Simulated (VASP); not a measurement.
O2, 2 atoms in the cell. The cell holds a molecule in a box, 2 atoms: a = 12.000 Å, b = 12.300 Å, c = 12.600 Å, α = 90.00°, β = 90.00°, γ = 90.00°. 

```yaml
Program: VASP 6.6.1
Task: single point
Functional: PBE
Potentials_or_basis: VASP PAW PBE potentials, release 64 (O)
Cutoff: 520 eV
k_mesh: 1 × 1 × 1
Occupations: fermi-dirac, width 0.01 eV
Spin: collinear spin, ferromagnetic start
Starting_moments: "[1.0, 1.0] μB"
Dipole_correction: no
Further_INCAR_settings: ALGO = Normal; EDIFF = 1e-06; NBANDS = 17
```

Potentials or basis: VASP PAW PBE potentials, release 64 (O).

Launch:

```sh
$ cat potpaw_PBE.64/O/POTCAR > POTCAR
$ mpirun -np 1 vasp_gam > vasp.out
```

Hardware: 1 thread of Intel(R) Xeon(R) Platinum 8488C (Sapphire Rapids) (shared host).

**Question.** How long does it take, and how much memory?

**Answer.** Run time: 4.6 min on 1 thread of Intel(R) Xeon(R) Platinum 8488C (Sapphire Rapids), on a shared host, peak memory 1.8 GiB. Counts: scf iterations 23, k points 1.
